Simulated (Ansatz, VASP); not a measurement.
**GaN in VASP and in Ansatz**

```
Ga N
1.0
     0.00000    2.25350    2.25350
     2.25350    0.00000    2.25350
     2.25350    2.25350    0.00000
Ga N
1 1
Direct
  0.00961 0.00961 0.00961
  0.75000 0.75000 0.75000
```

Change from the starting cell: all Ga atoms moved -0.075 Å, as atom 1 towards its neighbour atom 2 (N) at 1.952 Å.

Alike in both runs: task single point; functional r2SCAN; k mesh 10 × 10 × 10; occupations gaussian, width 0.2 eV; no spin polarisation.

```csv
,VASP,Ansatz
version,VASP 6.6.1,Ansatz 0.2.0
potentials or method,"VASP PAW PBE potentials, release 64 (Ga_d, N), cutoff 520 eV","scalar-relativistic, plane waves, PAW"
valence electrons in the cell,18,18
```

Ansatz gave:

| Item | Value |
| --- | --- |
| gap on the k mesh at the Fermi level (eV) | 1.98 |
| least direct gap on the mesh (eV) | 1.98 |
| pressure (GPa) | -0.7 |
| traceless stress, the component that is largest in VASP (GPa) | -1.98 |
| rms of the force components (eV/Å) | 0.449 |

Task: Which values does VASP return?

Result: gap on the k mesh at the Fermi level (eV): 1.97; least direct gap on the mesh (eV): 1.97; pressure (GPa): 0.4; traceless stress, the component that is largest in VASP (GPa): -2.09; rms of the force components (eV/Å): 0.456.

VASP's potentials were made for PBE, not for r2SCAN. Atom by atom the forces differ by 0.007 eV/Å (rms over components). With one functional, cell and mesh, what is left measures potentials, basis and numerics.
